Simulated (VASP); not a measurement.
# Zn (Fm-3m) in VASP: settings compared, part 2 of 2

VASP 6.6.1. Earlier steps stand in the parts before.

## Step 4: Single point, PBE+D4

The input, POSCAR:

```
Zn
1.0
    0.0000000000      1.9647760000      1.9647760000
    1.9647760000      0.0000000000      1.9647760000
    1.9647760000      1.9647760000      0.0000000000
Zn
1
Direct
    0.0000000000      0.0000000000      0.0000000000
```

The input, INCAR.step1:

```
SYSTEM = Zn
PREC     = Accurate       ! precision mode
ENCUT    = 400            ! plane-wave cutoff, eV
EDIFF    = 1E-6           ! SCF threshold, eV
ISMEAR   = -1             ! smearing method
SIGMA    = 0.1            ! smearing width, eV
LREAL    = .FALSE.        ! projectors in reciprocal space
LASPH    = .TRUE.         ! aspherical terms in the spheres
NELM     = 120            ! most SCF steps
ALGO     = Normal         ! electronic algorithm
ISIF     = 2              ! what is computed and relaxed
LWAVE    = .FALSE.        ! write WAVECAR
LCHARG   = .TRUE.         ! write CHGCAR
GGA      = PE             ! functional
IVDW     = 13             ! dispersion correction
NBANDS   = 12             ! bands
GGA_COMPAT= .FALSE.      
NEDOS    = 2001           ! points of the DOS
LORBIT   = 11             ! projections on sites
```

The input, KPOINTS.step1:

```
Automatic mesh
0
G
  12 12 12
  0 0 0
```

The input, INCAR.step2:

```
SYSTEM = Zn
PREC     = Accurate       ! precision mode
ENCUT    = 400            ! plane-wave cutoff, eV
EDIFF    = 1E-6           ! SCF threshold, eV
ISMEAR   = -5             ! smearing method
SIGMA    = 0.1            ! smearing width, eV
LREAL    = .FALSE.        ! projectors in reciprocal space
LASPH    = .TRUE.         ! aspherical terms in the spheres
NELM     = 120            ! most SCF steps
ALGO     = Normal         ! electronic algorithm
ISIF     = 2              ! what is computed and relaxed
LWAVE    = .FALSE.        ! write WAVECAR
LCHARG   = .FALSE.        ! write CHGCAR
GGA      = PE             ! functional
IVDW     = 13             ! dispersion correction
LORBIT   = 11             ! projections on sites
NBANDS   = 12             ! bands
NEDOS    = 2001           ! points of the DOS
ICHARG   = 11             ! starting density
GGA_COMPAT= .FALSE.
```

The input, KPOINTS.step2:

```
Automatic mesh
0
G
  18 18 18
  0 0 0
```

Potentials or basis: VASP PAW PBE potentials, release 64 (Zn).

The run is started by

```
> cat potpaw_PBE.64/Zn/POTCAR > POTCAR
> cp INCAR.step1 INCAR
> cp KPOINTS.step1 KPOINTS
> mpirun -np 1 vasp_std > vasp.out
> cp INCAR.step2 INCAR
> cp KPOINTS.step2 KPOINTS
> mpirun -np 1 vasp_std > vasp.out
```

OUTCAR:

```text
SYSTEM = Zn
   PREC = Accurate
   ENCUT = 400
   EDIFF = 1E-6
   ISMEAR = -5
   LREAL = .FALSE.
   LASPH = .TRUE.
   NELM = 120
   ISIF = 2
   GGA = PE
   IVDW = 13
   LORBIT = 11
   ICHARG = 11

 ion  position               nearest neighbor table
   1  0.000  0.000  0.000-

  LATTYP: Found a face centered cubic cell.
 ALAT       =     3.9295520000

  Lattice vectors:

 A1 = (   0.0000000000,   1.9647760000,   1.9647760000)
 A2 = (   1.9647760000,   0.0000000000,   1.9647760000)
 A3 = (   1.9647760000,   1.9647760000,   0.0000000000)

Analysis of symmetry for initial positions (statically):
=====================================================================
 Subroutine PRICEL returns:
 Original cell was already a primitive cell.

 Routine SETGRP: Setting up the symmetry group for a
 face centered cubic supercell.

 Subroutine GETGRP returns: Found 48 space group operations
 (whereof 48 operations were pure point group operations)
 out of a pool of 48 trial point group operations.

The static configuration has the point symmetry O_h .

[... 173 lines left out ...]
      6      -4.1578      2.00000
      7      21.3517      0.00000
      8      21.3517      0.00000
      9      21.3517      0.00000
     10      21.9771      0.00000
     11      24.1325      0.00000
     12      24.1325      0.00000
[... 331 lines left out ...]
 k-point    24 :      -0.2222    0.0556    0.0000
  band No.  band energies     occupation
      1      -5.6743      2.00000
      2      -4.5134      2.00000
      3      -4.4392      2.00000
      4      -4.4133      2.00000
      5      -4.1647      2.00000
      6      -4.0098      2.00000
      7      10.8798      0.00000
      8      17.0670      0.00000
      9      20.4638      0.00000
     10      21.8383      0.00000
     11      24.0436      0.00000
     12      24.6608      0.00000

 [... further k-points ...]

------------------------ aborting loop because EDIFF is reached ----------------------------------------

  DFT-D4 for vdW energy calculation

  Edisp (eV):   -0.32056

  FORCE on cell =-STRESS in cart. coord.  units (eV):
  Direction    XX          YY          ZZ          XY          YZ          ZX
  --------------------------------------------------------------------------------------
  -------------------------------------------------------------------------------------
  Total      -0.43012    -0.43012    -0.43012    -0.00000    -0.00000    -0.00000
  in kB     -45.42889   -45.42889   -45.42889    -0.00000    -0.00000    -0.00000
  external pressure =      -45.43 kB  Pullay stress =        0.00 kB

 VOLUME and BASIS-vectors are now :
 -----------------------------------------------------------------------------
  energy-cutoff  :      400.00
  volume of cell :       15.17
      direct lattice vectors                 reciprocal lattice vectors
     0.000000000  1.964776000  1.964776000    -0.254481936  0.254481936  0.254481936
     1.964776000  0.000000000  1.964776000     0.254481936 -0.254481936  0.254481936
     1.964776000  1.964776000  0.000000000     0.254481936  0.254481936 -0.254481936

 POSITION                                       TOTAL-FORCE (eV/Angst)
 -----------------------------------------------------------------------------------
      0.00000      0.00000      0.00000         0.000000      0.000000     -0.000000
 -----------------------------------------------------------------------------------
    total drift:                                0.000000     -0.000000     -0.000000

  FREE ENERGIE OF THE ION-ELECTRON SYSTEM (eV)
  ---------------------------------------------------
  free  energy   TOTEN  =        -1.4045470781 eV

  energy  without entropy=       -1.4045470781  energy(sigma->0) =       -1.40454708

 total charge

# of ion       s       p       d       tot
------------------------------------------
    1        0.597   0.427   9.723  10.747
```

OUTCAR.step1:

```text
SYSTEM = Zn
   PREC = Accurate
   ENCUT = 400
   EDIFF = 1E-6
   ISMEAR = -1
   LREAL = .FALSE.
   LASPH = .TRUE.
   NELM = 120
[... 582 lines left out ...]
      0.00000      0.00000      0.00000        -0.000000     -0.000000     -0.000000
 -----------------------------------------------------------------------------------
    total drift:                                0.000000     -0.000000     -0.000000

  FREE ENERGIE OF THE ION-ELECTRON SYSTEM (eV)
  ---------------------------------------------------
  free  energy   TOTEN  =        -1.4020029702 eV

  energy  without entropy=       -1.3890477837  energy(sigma->0) =       -1.39552538

 total charge

# of ion       s       p       d       tot
------------------------------------------
    1        0.600   0.425   9.724  10.748
```

OSZICAR.step1:

```text
N       E                     dE             d eps       ncg     rms          rms(c)
DAV:   1     0.385648948276E+02    0.38565E+02   -0.56703E+03  1800   0.134E+03
DAV:   2    -0.101803324196E+00   -0.38667E+02   -0.36122E+02  1788   0.190E+02
DAV:   3    -0.117910866891E+01   -0.10773E+01   -0.10754E+01  2040   0.331E+01
DAV:   4    -0.118132657652E+01   -0.22179E-02   -0.22178E-02  1920   0.145E+00
DAV:   5    -0.118132819970E+01   -0.16232E-05   -0.16235E-05  2024   0.385E-02    0.280E+00
DAV:   6    -0.108858438695E+01    0.92744E-01   -0.49674E-01  2032   0.141E+01    0.214E+00
DAV:   7    -0.108363121323E+01    0.49532E-02   -0.92497E-03  1908   0.187E+00    0.108E+00
DAV:   8    -0.108143811879E+01    0.21931E-02   -0.10625E-03  2096   0.455E-01    0.362E-02
DAV:   9    -0.108144459729E+01   -0.64785E-05   -0.85969E-05  2372   0.124E-01    0.221E-02
DAV:  10    -0.108144453003E+01    0.67264E-07   -0.55112E-06  1860   0.370E-02
   1 F= -.14020030E+01 E0= -.13955254E+01  d E =-.129552E-01
```

Wall time 15 s (1 thread of Intel Xeon Platinum 8124M at 3.00GHz (Skylake/Cascade Lake), shared host); peak memory 0.13 GiB.

What came out:

```
Valence electrons inside the program's atomic spheres : Zn 10.75
Dispersion energy per atom                            : -0.321 eV
```

Caveat: tetrahedron occupations give inexact forces and stress in metals.
